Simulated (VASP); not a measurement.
Input of a VASP 6.6.1 run:

The input INCAR:

```
ALGO     = Normal         # electronic algorithm
EDIFF    = 1E-6           # SCF threshold, eV
EDIFFG   = -0.04          # ionic threshold
ENCUT    = 600            # plane-wave cutoff, eV
GGA      = PE             # functional
IBRION   = 2              # ionic algorithm
ISIF     = 3              # what is computed and relaxed
ISMEAR   = 0              # smearing method
LASPH    = T              # aspherical terms in the spheres
LCHARG   = F              # write CHGCAR
LREAL    = F              # projectors in reciprocal space
LWAVE    = F              # write WAVECAR
NELM     = 80             # most SCF steps
NSW      = 90             # ionic steps
PREC     = Accurate       # precision mode
SIGMA    = 0.1            # smearing width, eV
```

Contents of KPOINTS:

```
k-points
0
Gamma
  6 6 2
```

The input POSCAR:

```
In3GaAs4
1.0
    4.0556765900      0.0000000000      0.0000000000
   -2.0278383000      3.5123189600      0.0000000000
    0.0000000000      0.0000000000     13.3769998500
In Ga As
3 1 4
Direct
    0.3333333300      0.6666666700      0.9999920400
    0.6666666700      0.3333333300      0.2499920400
    0.6666666700      0.3333333300      0.7499920400
    0.3333333300      0.6666666700      0.4999920400
    0.3333333300      0.6666666700      0.1870079500
    0.3333333300      0.6666666700      0.6870079500
    0.6666666700      0.3333333300      0.4370079500
    0.6666666700      0.3333333300      0.9370079500
```

Potentials or basis: VASP PAW PBE potentials, release 64 (In_d, Ga_d, As).

Command:

```console
$ cat potpaw_PBE.64/In_d/POTCAR potpaw_PBE.64/Ga_d/POTCAR potpaw_PBE.64/As/POTCAR > POTCAR
$ mpirun -np 1 vasp_std > vasp.out
```

(1) What does it give for the space group after relaxing (to 0.1 Å)?

(2) Estimate the band gap on the k mesh.

(3) Estimate the relaxed volume.

## Answers

(1) P3m1 (No. 156).

(2) zero (filled and empty bands touch).

(3) 28.19 Å³/atom.

Caveat: the volume moved by over 15 % at a fixed basis, so the end points are rough; semilocal functionals underestimate gaps, and a narrow one can read as zero; spin-orbit coupling is left out, which moves the levels of the heavy elements.
